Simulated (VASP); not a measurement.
**SrO: single point with PBE**

Crystal: SrO.

```
Sr O
1.0
     4.49762    0.00000    0.00000
    -2.24881    3.89505    0.00000
     0.00000    0.00000    4.95948
Sr O
2 2
Direct
  0.33333 0.66667 0.91873
  0.66667 0.33333 0.41873
  0.33333 0.66667 0.45627
  0.66667 0.33333 0.95627
```

This cell differs from its parent crystal: strained.

| Item | Value |
| --- | --- |
| Program | VASP 6.6.1 |
| Task | single point |
| Functional | PBE |
| Potentials or basis | VASP PAW PBE potentials, release 64 (Sr_sv, O) |
| Cutoff | 520 eV |
| k mesh | 9 × 9 × 6 |
| Occupations | gaussian, width 0.02 eV |
| Spin | no spin polarisation |
| Dipole correction | no |
| Further INCAR settings | ALGO = Normal; EDIFF = 1e-06; NBANDS = 24 |

```
Pressure               : 0.2 GPa
Largest force          : 0.995 eV/Å
Band gap on the k mesh : 2.19 eV, direct
```

Forces in eV/Å, atoms in the order of the input:
```
Sr   0.000  0.000  0.995
Sr   0.000  0.000  0.995
O    0.000  0.000 -0.995
O    0.000  0.000 -0.995
```

Stress tensor (GPa, compression positive):
```
-3.94  0.00  0.00
 0.00 -3.94  0.00
 0.00  0.00  8.36
```

Levels at points of the mesh, in eV from the valence-band top:
```
           k point  band 12  band 13  band 14  band 15  band 16  band 17  band 18  band 19  band 20  band 21
(0.00, 0.00, 0.00)    -1.10    -0.96    -0.96    -0.16     0.00     2.19     5.63     5.63     6.89     7.65
(0.00, 0.00, 0.50)    -1.44    -1.22    -1.22    -1.22    -1.22     3.84     3.84     7.37     7.37     7.37
```

It took 100 s on 1 thread of Intel(R) Xeon(R) Platinum 8259CL CPU @ 2.50GHz (Skylake/Cascade Lake) (shared host), peak memory 0.26 GiB.

Caveat: the cell differs from its parent crystal (strained). A k mesh can miss the band edges.
